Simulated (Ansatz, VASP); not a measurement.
**MnSb in VASP and in Ansatz**

Contents of INCAR:

```
ALGO     = Normal         # electronic algorithm
EDIFF    = 1E-7           # SCF threshold, eV
ENCUT    = 520            # plane-wave cutoff, eV
GGA      = RP             # functional
ISIF     = 2              # what is computed and relaxed
ISMEAR   = -1             # smearing method
ISPIN    = 2              # spin polarisation
LASPH    = T              # aspherical terms in the spheres
LCHARG   = T              # write CHGCAR
LELF     = T              # ELF
LMAXMIX  = 4              # l up to which the mixer works
LORBIT   = 11             # projections on sites
LREAL    = F              # projectors in reciprocal space
LVHAR    = T            
LWAVE    = F              # write WAVECAR
MAGMOM   = 0 0 4 4        # initial moments
NBANDS   = 30             # bands
NELM     = 150            # most SCF steps
PREC     = Accurate       # precision mode
SIGMA    = 0.05           # smearing width, eV
```

KPOINTS

```
k-points
0
Gamma
  7 7 5
```

Contents of POSCAR:

```
MnSb
1.0
    4.0939120434      0.0000000000      0.0000000000
   -2.0469560217      3.5454318304      0.0000000000
    0.0000000000      0.0000000000      5.7018823159
Sb Mn
2 2
Direct
    0.6666666667      0.3333333333      0.7500000000
    0.3333333333      0.6666666667      0.2500000000
    0.0000000000      0.0000000000      0.5000000000
    0.0000000000      0.0000000000      0.0000000000
```

Contents of input.yaml:

```yaml
crystal:
  lattice:
    - [4.0939120434, 0.0, 0.0]
    - [-2.0469560217, 3.5454318304, 0.0]
    - [0.0, 0.0, 5.7018823159]
  atoms:
    - { symbol: Sb, position: [0.6666666667, 0.3333333333, 0.75] }
    - { symbol: Sb, position: [0.3333333333, 0.6666666667, 0.25] }
    - { symbol: Mn, position: [0.0, 0.0, 0.5], spin: 4.0 }
    - { symbol: Mn, position: [0.0, 0.0, 0.0], spin: 4.0 }
hamiltonian:
  xc: rpbe
  pseudopotentials: { kind: paw }
magnetization:
  spin_polarized: true
kpoints:
  mp_grid: { grid: [7, 7, 5] }
scf:
  occupations: { method: fermi_dirac, width: 0.05 }
output:
  forces: true
  stress: true
  eigenvalues: true
```

Alike in both runs: task single point; functional RPBE; k mesh 7 × 7 × 5; occupations fermi-dirac, width 0.05 eV; collinear spin.

|  | VASP | Ansatz |
| --- | --- | --- |
| version | VASP 6.6.1 | Ansatz 0.2.0 |
| potentials or method | VASP PAW PBE potentials, release 64 (Sb, Mn_pv) | Ansatz PAW |
| plane-wave cutoff (eV) | 520 | 420 |
| valence electrons in the cell | 36 | 60 |

Ansatz gave:

```
gap on the k mesh at the Fermi level (eV)                     : none
pressure (GPa)                                                : 1.7
traceless stress, the component that is largest in VASP (GPa) : -0.84
net moment per atom (μB)                                      : 1.64
size of the moment on the site where the two differ most (μB) : 3.35
```

Problem. Which values does VASP return?

Solution. gap on the k mesh at the Fermi level (eV): none; pressure (GPa): 1.7; traceless stress, the component that is largest in VASP (GPa): -0.83; net moment per atom (μB): 1.64; size of the moment on the site where the two differ most (μB): 3.33.

VASP's potentials were made for PBE, not for RPBE. Site moments also hang on the region over which each program counts them. A gap of «none» marks a metal or a gap that the smearing closes. VASP's potentials hold 36 valence electrons a cell and Ansatz's 60, so a difference there can come from the potentials and not from the codes.

Spin-orbit coupling is off throughout.
